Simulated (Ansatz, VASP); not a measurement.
# Si: VASP beside Ansatz

INCAR

```
SYSTEM = Si
PREC     = Accurate       ! precision mode
ENCUT    = 520            ! plane-wave cutoff, eV
EDIFF    = 1E-7           ! SCF threshold, eV
ISMEAR   = 0              ! smearing method
SIGMA    = 0.03           ! smearing width, eV
LREAL    = .False.        ! projectors in reciprocal space
LASPH    = .True.         ! aspherical terms in the spheres
NELM     = 100            ! most SCF steps
ALGO     = Normal         ! electronic algorithm
ISIF     = 2              ! what is computed and relaxed
LWAVE    = .False.        ! write WAVECAR
LCHARG   = .False.        ! write CHGCAR
GGA      = CA             ! functional
NBANDS   = 26             ! bands
```

KPOINTS

```
regular mesh
0
Gamma
  10 10 6
  0 0 0
```

POSCAR

```
Si
1.0
    7.1329580144     -1.8320683417      0.0019555789
    7.1329580144      1.8320683417      0.0019555789
   -0.7686387791      0.0000000000      6.2471364583
Si
8
Direct
    0.0552606043      0.0552606043      0.8732930182
    0.9447393957      0.9447393957      0.1267069818
    0.5589873877      0.5589873877      0.6532364403
    0.4410126123      0.4410126123      0.3467635597
    0.2124950295      0.2124950295      0.0571328851
    0.7875049705      0.7875049705      0.9428671149
    0.7270489246      0.7270489246      0.5856835384
    0.2729510754      0.2729510754      0.4143164616
```

Input for Ansatz:

```yaml
crystal:
  lattice:
    - [7.1329580144, -1.8320683417, 0.0019555789]
    - [7.1329580144, 1.8320683417, 0.0019555789]
    - [-0.7686387791, 0.0, 6.2471364583]
  atoms:
    - { symbol: Si, position: [0.0552606043, 0.0552606043, 0.8732930182] }
    - { symbol: Si, position: [0.9447393957, 0.9447393957, 0.1267069818] }
    - { symbol: Si, position: [0.5589873877, 0.5589873877, 0.6532364403] }
    - { symbol: Si, position: [0.4410126123, 0.4410126123, 0.3467635597] }
    - { symbol: Si, position: [0.2124950295, 0.2124950295, 0.0571328851] }
    - { symbol: Si, position: [0.7875049705, 0.7875049705, 0.9428671149] }
    - { symbol: Si, position: [0.7270489246, 0.7270489246, 0.5856835384] }
    - { symbol: Si, position: [0.2729510754, 0.2729510754, 0.4143164616] }
basis:
  ecutwfc: 420
kpoints:
  mp_grid: { grid: [10, 10, 6] }
hamiltonian:
  xc: lda
scf:
  occupations: { method: gaussian, width: 0.03 }
output:
  forces: true
  stress: true
  eigenvalues: true
```

Change from the starting cell: strain +0.0400 x Voigt [1, -1, 0, 0, 0, 0], atoms carried along.

Alike in both runs: task single point; functional LDA; k mesh 10 × 10 × 6; occupations gaussian, width 0.03 eV; no spin polarisation.

|  | VASP | Ansatz |
| --- | --- | --- |
| version | VASP 6.6.1 | Ansatz 0.2.0 |
| potentials or method | VASP PAW LDA potentials, release 64 (Si), cutoff 520 eV | scalar-relativistic, plane waves, PAW |
| valence electrons in the cell | 32 | 32 |

Ansatz gave:

```
gap on the k mesh at the Fermi level (eV)                     : 0.52
least direct gap on the mesh (eV)                             : 0.89
pressure (GPa)                                                : 0.8
traceless stress, the component that is largest in VASP (GPa) : 7.36
rms of the force components (eV/Å)                            : 0.387
```

Q: Which values does VASP return?

A: gap on the k mesh at the Fermi level (eV): 0.52; least direct gap on the mesh (eV): 0.89; pressure (GPa): 0.8; traceless stress, the component that is largest in VASP (GPa): 7.40; rms of the force components (eV/Å): 0.388.

LDA's correlation is that of Perdew and Zunger in VASP and of Perdew and Wang (1992) in Ansatz. Atom by atom the forces differ by 0.002 eV/Å (rms over components).
